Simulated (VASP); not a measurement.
# Ag (Fm-3m) in VASP: a series of runs

Aim: see how the results for Ag move with the level of theory and the settings. Levels: PBEsol, r2SCAN. Tasks: single point.

All numbers are computed with VASP 6.6.1; they aren't measurements. Logs are shortened: lines on timing, memory, paths and dates and some standing lists are left out, and cuts for length are marked.

**1. The cell of the first run**

The structure is cubic, space group Fm-3m (No. 225). The conventional cell has a = 4.054 Å, b = 4.054 Å, c = 4.054 Å, α = 90.00°, β = 90.00°, γ = 90.00°. Within 3.8 Å of Ag (site symmetry m-3m) lie 12 Ag at 2.87 Å.

**2. Single point, PBEsol**

Contents of INCAR:

```
ALGO     = Normal         # electronic algorithm
EDIFF    = 1E-6           # SCF threshold, eV
ENCUT    = 500            # plane-wave cutoff, eV
GGA      = PS             # functional
GGA_COMPAT= F            
ISIF     = 2              # what is computed and relaxed
ISMEAR   = -1             # smearing method
LASPH    = T              # aspherical terms in the spheres
LCHARG   = T              # write CHGCAR
LELF     = T              # ELF
LREAL    = F              # projectors in reciprocal space
LVHAR    = T            
LWAVE    = F              # write WAVECAR
NBANDS   = 12             # bands
NELM     = 120            # most SCF steps
PREC     = Accurate       # precision mode
SIGMA    = 0.05           # smearing width, eV
```

Contents of KPOINTS:

```
k-points
0
Gamma
  13 13 13
```

Contents of POSCAR:

```
Ag
1.0
    0.0000000000      2.0268050000      2.0268050000
    2.0268050000      0.0000000000      2.0268050000
    2.0268050000      2.0268050000      0.0000000000
Ag
1
Direct
    0.0000000000      0.0000000000      0.0000000000
```

Potentials or basis: VASP PAW PBE potentials, release 64 (Ag).

Command:

```sh
$ cat potpaw_PBE.64/Ag/POTCAR > POTCAR
$ mpirun -np 1 vasp_std > vasp.out
```

OUTCAR:

```text
EDIFF = 1E-6
   ENCUT = 500
   GGA = PS
   ISIF = 2
   ISMEAR = -1
   LASPH = T
   LREAL = F
   NELM = 120
   PREC = Accurate

 ion  position               nearest neighbor table
   1  0.000  0.000  0.000-

  LATTYP: Found a face centered cubic cell.
 ALAT       =     4.0536100000

  Lattice vectors:

 A1 = (   0.0000000000,   2.0268050000,   2.0268050000)
 A2 = (   2.0268050000,   0.0000000000,   2.0268050000)
 A3 = (   2.0268050000,   2.0268050000,   0.0000000000)

Analysis of symmetry for initial positions (statically):
=====================================================================
 Subroutine PRICEL returns:
 Original cell was already a primitive cell.

 Routine SETGRP: Setting up the symmetry group for a
 face centered cubic supercell.

 Subroutine GETGRP returns: Found 48 space group operations
 (whereof 48 operations were pure point group operations)
 out of a pool of 48 trial point group operations.

The static configuration has the point symmetry O_h .

Analysis of symmetry for dynamics (positions and initial velocities):
=====================================================================
 Subroutine PRICEL returns:
 Original cell was already a primitive cell.

 Routine SETGRP: Setting up the symmetry group for a
 face centered cubic supercell.

 Subroutine GETGRP returns: Found 48 space group operations
 (whereof 48 operations were pure point group operations)
 out of a pool of 48 trial point group operations.

The dynamic configuration has the point symmetry O_h .

 Subroutine INISYM returns: Found 48 space group operations
 (whereof 48 operations are pure point group operations),
 and found     1 'primitive' translations

----------------------------------------------------------------------------------------

                                     Primitive cell

  volume of cell :      16.6520

  direct lattice vectors                    reciprocal lattice vectors
     0.000000000  2.026805000  2.026805000    -0.246693688  0.246693688  0.246693688
     2.026805000  0.000000000  2.026805000     0.246693688 -0.246693688  0.246693688
     2.026805000  2.026805000  0.000000000     0.246693688  0.246693688 -0.246693688

  length of vectors
     2.866335119  2.866335119  2.866335119     0.427286001  0.427286001  0.427286001

  position of ions in fractional coordinates (direct lattice)
     0.000000000  0.000000000  0.000000000

  ion indices of the primitive-cell ions
   primitive index   ion index
                 1           1

----------------------------------------------------------------------------------------

 KPOINTS: k-points

Automatic generation of k-mesh.
 Grid dimensions read from file:
 generate k-points for:   13   13   13

 Generating k-lattice:

  Cartesian coordinates                     Fractional coordinates (reciprocal lattice)
    -0.018976438  0.018976438  0.018976438     0.076923077  0.000000000  0.000000000
     0.018976438 -0.018976438  0.018976438     0.000000000  0.076923077  0.000000000
     0.018976438  0.018976438 -0.018976438     0.000000000  0.000000000  0.076923077

  Length of vectors
     0.032868154  0.032868154  0.032868154

  Shift w.r.t. Gamma in fractional coordinates (k-lattice)
     0.000000000  0.000000000  0.000000000

 Subroutine IBZKPT returns following result:
 ===========================================

 Found     84 irreducible k-points:

 Following reciprocal coordinates:
            Coordinates               Weight
  0.000000  0.000000  0.000000      1.000000
  0.076923  0.000000  0.000000      8.000000
  0.153846  0.000000  0.000000      8.000000
  0.230769  0.000000  0.000000      8.000000
  0.307692  0.000000  0.000000      8.000000
  0.384615  0.000000  0.000000      8.000000
[... 16 lines left out ...]
  0.384615  0.153846  0.000000     24.000000
  0.461538  0.153846  0.000000     24.000000
 [... further k-points ...]
   k-points           NKPTS =     84   k-points in BZ     NKDIM =     84   number of bands    NBANDS=     12
   number of dos      NEDOS =    301   number of ions     NIONS =      1
   total plane-waves  NPLWV =  13824
   dimension x,y,z NGX =    24 NGY =   24 NGZ =   24
   dimension x,y,z NGXF=    48 NGYF=   48 NGZF=   48
   ions per type =               1
   NGX,Y,Z   is equivalent  to a cutoff of  13.92, 13.92, 13.92 a.u.
   NGXF,Y,Z  is equivalent  to a cutoff of  27.84, 27.84, 27.84 a.u.
 SYSTEM =  unknown system
   PREC   = accura    normal or accurate (medium, high low for compatibility)
   ISTART =      0    job   : 0-new  1-cont  2-samecut
   ICHARG =      2    charge: 1-file 2-atom 10-const
   ISPIN  =      1    spin polarized calculation?
   LNONCOLLINEAR =      F non collinear calculations
   LSORBIT =      F    spin-orbit coupling
   LASPH  =      T    aspherical Exc in radial PAW
   ENCUT  =  500.0 eV  36.75 Ry    6.06 a.u.   5.23  5.23  5.23*2*pi/ulx,y,z
   NELM   =    120;   NELMIN=  2; NELMDL= -5     # of ELM steps
   EDIFF  = 0.1E-05   stopping-criterion for ELM
   LREAL  =      F    real-space projection
   EDIFFG = 0.1E-04   stopping-criterion for IOM
   NSW    =      0    number of steps for IOM
   IBRION =     -1    ionic relax: 0-MD 1-quasi-New 2-CG
   NFREE  =      0    steps in history (QN), initial steepest desc. (CG)
   ISIF   =      2    stress and relaxation
   ISYM   =      2    0-nonsym 1-usesym 2-fastsym
   POTIM  = 0.5000    time-step for ionic-motion
   TEBEG  =    0.0;   TEEND  =   0.0 temperature during run
   PSTRESS=    0.0 pullay stress
   NELECT =      11.0000    total number of electrons
   NUPDOWN=      -1.0000    fix difference up-down
   EMIN   =  10.00;   EMAX   =-10.00  energy-range for DOS
   EFERMI =   0.00;   METHOD = LEGACY
   ISMEAR =    -1;   SIGMA  =   0.05  broadening in eV -4-tet -1-fermi 0-gaus
   EFERMI_NEDOS =   21; number of points for ismear=-14 and -15
   IALGO  =     38    algorithm
   IMIX   =      4    mixing-type and parameters
     AMIX     =   0.40;   BMIX     =  1.00
     AMIX_MAG =   1.60;   BMIX_MAG =  1.00
  volume/ion in A,a.u.               =      16.65       112.37
  Fermi-wavevector in a.u.,A,eV,Ry     =   1.425773  2.694321 27.658318  2.032829
  Thomas-Fermi vector in A             =   2.546121
   LORBIT       =      0    0 simple, 1 ext, 2 COOP (PROOUT), +10 PAW based schemes
   GGA     = PS    functional components
   LHFCALC =     F    Hartree Fock is set to
   AEXX    =    0.0000 exact exchange contribution
   IVDW    =     0    specifies the selected vdW correction
   LEPSILON=     F    determine dielectric tensor
   LRPA    =     F    only Hartree local field effects (RPA)
 non-spin polarized calculation
  energy-cutoff  :      500.00
  volume of cell :       16.65
 maximum number of plane-waves:       440
 NGX is ok and might be reduce to    24
   NGX = 11   NGY = 11   NGZ = 11

 number of electron      11.0000001 magnetization

 Free energy of the ion-electron system (eV)
  ---------------------------------------------------
  ext. energy  EPLUGINS =         0.00000000
  ---------------------------------------------------
  free energy    TOTEN  =        -3.30996105 eV

  energy without entropy =       -3.30738004  energy(sigma->0) =       -3.30867055

 E-fermi :   8.7513     XC(G=0): -12.5551

 val. band max:        8.5355792766   @ k =  -0.4615   0.0769   0.0000
 cond. band min:       8.7632382256   @ k =   0.4615   0.3077   0.0000
 fundamental gap:      0.2276589491
 Fermi energy:         8.7513135104

 k-point     1 :       0.0000    0.0000    0.0000
  band No.  band energies     occupation
      1       0.5567      2.00000
      2       3.6997      2.00000
      3       3.6997      2.00000
      4       3.6997      2.00000
      5       4.7905      2.00000
      6       4.7905      2.00000
      7      24.5991      0.00000
      8      28.3114      0.00000
      9      28.3114      0.00000
     10      28.3114      0.00000
     11      33.1925      0.00000
     12      34.4729      0.00000

 k-point     2 :       0.0769    0.0000    0.0000
  band No.  band energies     occupation
      1       0.7444      2.00000
      2       3.6555      2.00000
      3       3.7522      2.00000
      4       3.7522      2.00000
      5       4.7706      2.00000
      6       4.7706      2.00000
      7      24.6285      0.00000
      8      26.8929      0.00000
      9      28.4014      0.00000
     10      28.4014      0.00000
     11      33.0924      0.00000
     12      34.2115      0.00000

 k-point     3 :       0.1538    0.0000    0.0000
  band No.  band energies     occupation
      1       1.2624      2.00000
      2       3.5848      2.00000
      3       3.8665      2.00000
      4       3.8665      2.00000
      5       4.7546      2.00000
      6       4.7546      2.00000
      7      23.4356      0.00000
      8      25.5745      0.00000
      9      28.5810      0.00000
     10      28.5810      0.00000
     11      31.8617      0.00000
     12      33.3470      0.00000

 k-point     4 :       0.2308    0.0000    0.0000
  band No.  band energies     occupation
      1       1.8780      2.00000
      2       3.7579      2.00000
      3       3.9178      2.00000
      4       3.9178      2.00000
      5       4.8625      2.00000
      6       4.8625      2.00000
      7      20.5961      0.00000
      8      25.3374      0.00000
      9      28.5558      0.00000
     10      28.5558      0.00000
     11      31.5491      0.00000
     12      32.2848      0.00000

 k-point     5 :       0.3077    0.0000    0.0000
  band No.  band energies     occupation
      1       2.1285      2.00000
      2       3.8511      2.00000
      3       3.8511      2.00000
      4       4.6633      2.00000
      5       5.1269      2.00000
      6       5.1269      2.00000
      7      17.6162      0.00000
      8      24.7935      0.00000
      9      28.0046      0.00000
     10      28.0046      0.00000
     11      31.7390      0.00000
     12      31.7390      0.00000
[... 228 lines left out ...]
      1       2.0191      2.00000
      2       3.1775      2.00000
      3       4.0973      2.00000
      4       4.2214      2.00000
      5       4.6244      2.00000
      6       5.0613      2.00000
      7      23.0502      0.00000
      8      25.1700      0.00000
      9      25.2492      0.00000
     10      26.9491      0.00000
     11      30.1465      0.00000
     12      34.2859      0.00000

 k-point    22 :       0.3077    0.1538    0.0000
  band No.  band energies     occupation
      1       2.4512      2.00000
      2       3.2511      2.00000
      3       3.9074      2.00000
      4       4.2569      2.00000
      5       5.2686      2.00000
      6       5.3454      2.00000
      7      20.0359      0.00000
      8      24.5044      0.00000
      9      24.7773      0.00000
     10      26.7618      0.00000
     11      30.7374      0.00000
     12      34.1017      0.00000

 k-point    23 :       0.3846    0.1538    0.0000
  band No.  band energies     occupation
      1       2.4733      2.00000
      2       3.5678      2.00000
      3       3.8810      2.00000
      4       4.1843      2.00000
      5       5.5100      2.00000
      6       6.5536      2.00000
      7      17.0600      0.00000
      8      23.9175      0.00000
      9      24.1413      0.00000
     10      25.9528      0.00000
     11      32.9086      0.00000
     12      33.9553      0.00000

 k-point    24 :       0.4615    0.1538    0.0000
  band No.  band energies     occupation
      1       2.4068      2.00000
      2       3.4895      2.00000
      3       4.0861      2.00000
      4       4.3058      2.00000
      5       5.6474      2.00000
      6       8.1803      1.99998
      7      14.3375      0.00000
      8      22.9707      0.00000
      9      24.1912      0.00000
     10      25.3119      0.00000
     11      33.7034      0.00000
     12      33.7744      0.00000

 [... further k-points ...]
[... 5 lines left out ...]
  --------------------------------------------------------------------------------------
  -------------------------------------------------------------------------------------
  Total       -0.0389022     -0.0389022     -0.0389022     -0.0000000      0.0000000     -0.0000000
  in kB       -3.7429868     -3.7429868     -3.7429868     -0.0000000      0.0000000     -0.0000000
  external PRESSURE =      -3.7429868 kB  Pullay stress =       0.0000000 kB

 VOLUME and BASIS-vectors are now :
 -----------------------------------------------------------------------------
  energy-cutoff  :      500.00
  volume of cell :       16.65
      direct lattice vectors                 reciprocal lattice vectors
     0.000000000  2.026805000  2.026805000    -0.246693688  0.246693688  0.246693688
     2.026805000  0.000000000  2.026805000     0.246693688 -0.246693688  0.246693688
     2.026805000  2.026805000  0.000000000     0.246693688  0.246693688 -0.246693688

 POSITION                                       TOTAL-FORCE (eV/Angst)
 -----------------------------------------------------------------------------------
      0.00000      0.00000      0.00000         0.000000     -0.000000      0.000000
 -----------------------------------------------------------------------------------
    total drift:                               -0.000000      0.000000     -0.000000

  FREE ENERGIE OF THE ION-ELECTRON SYSTEM (eV)
  ---------------------------------------------------
  free  energy   TOTEN  =        -3.3099610504 eV

  energy  without entropy=       -3.3073800419  energy(sigma->0) =       -3.30867055
```

It took 5.1 s on 1 thread of Intel Xeon 6975P-C (Granite Rapids), shared host; peak memory 0.15 GiB.

What came out:

| Item | Value |
| --- | --- |
| Free energy | -3.3100 eV |
| Pressure | -0.4 GPa |

Levels at points of the mesh, in eV from the Fermi level:
```tsv
k point	band 4	band 5	band 6	band 7	band 8	band 9
(0.00, 0.00, 0.00)	-5.05	-3.96	-3.96	15.85	19.56	19.56
```

Caveat: the PAW data sets were made with another functional, which shifts forces and pressure a little.

**3. Single point, r2SCAN**

POSCAR is that of step 2.

Contents of INCAR.step1:

```
  ALGO = Normal
  EDIFF = 1E-5
  ENCUT = 550
  GGA = PE
  GGA_COMPAT = False
  ISMEAR = -1
  LASPH = True
  LCHARG = False
  LREAL = False
  LWAVE = True
  NBANDS = 12
  NELM = 120
  PREC = Accurate
  SIGMA = 0.05
```

Contents of INCAR.step2:

```
  ALGO = Normal
  EDIFF = 1E-6
  ENCUT = 550
  GGA_COMPAT = False
  ISIF = 2
  ISMEAR = -1
  ISTART = 1
  LASPH = True
  LCHARG = True
  LELF = True
  LMIXTAU = True
  LREAL = False
  LVHAR = True
  LWAVE = False
  METAGGA = R2SCAN
  NBANDS = 12
  NELM = 120
  PREC = Accurate
  SIGMA = 0.05
```

KPOINTS is that of step 2.

Potentials or basis: VASP PAW PBE potentials, release 64 (Ag).

Command:

```sh
$ cat potpaw_PBE.64/Ag/POTCAR > POTCAR
$ cp INCAR.step1 INCAR
$ mpirun -np 1 vasp_std > vasp.out
$ cp INCAR.step2 INCAR
$ mpirun -np 1 vasp_std > vasp.out
```

Run time: 20 s. Hardware: 1 thread of Intel Xeon 6975P-C (Granite Rapids), shared host; peak memory 0.15 GiB.

The run converged. Its results:

| Item | Value |
| --- | --- |
| Free energy | -21.3478 eV |
| Pressure | 4.2 GPa |

Levels at points of the mesh, in eV from the Fermi level:
```csv
k point,band 2,band 3,band 4,band 5,band 6,band 7,band 8,band 9,band 10,band 11
"(0.00, 0.00, 0.00)",-5.45,-5.45,-5.45,-4.36,-4.36,16.49,20.38,20.38,20.38,25.40
```

Caveat: the PAW data sets were made with another functional, which shifts forces and pressure a little.
